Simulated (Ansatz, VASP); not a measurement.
## Two plane-wave programs on NaF

```
Na F
1.0
     0.00000    2.31441    2.31441
     2.31441    0.00000    2.31441
     2.31441    2.31441    0.00000
Na F
1 1
Direct
  0.00000 0.00000 0.00000
  0.50000 0.50000 0.50000
```

Alike in both runs: task single point; functional PBEsol; k mesh 8 × 8 × 8; occupations gaussian, width 0.02 eV; no spin polarisation.

```csv
,VASP,Ansatz
version,VASP 6.6.1,Ansatz 0.2.0
potentials or method,"VASP PAW PBE potentials, release 64 (Na_pv, F), cutoff 600 eV","scalar-relativistic, plane waves, PAW"
valence electrons in the cell,14,16
```

|  | VASP | Ansatz | Ansatz less VASP |
| --- | --- | --- | --- |
| gap on the k mesh at the Fermi level (eV) | 6.18 | 6.20 | +0.019 |
| least direct gap on the mesh (eV) | 6.18 | 6.20 | +0.019 |
| pressure (GPa) | -0.2 | 0.0 | +0.15 |

VASP's potentials were made for PBE, not for PBEsol, and Ansatz warns of the same on its side. With one functional, cell and mesh, what is left measures potentials, basis and numerics. VASP's potentials hold 14 valence electrons a cell and Ansatz's 16, so a difference there can come from the potentials and not from the codes.
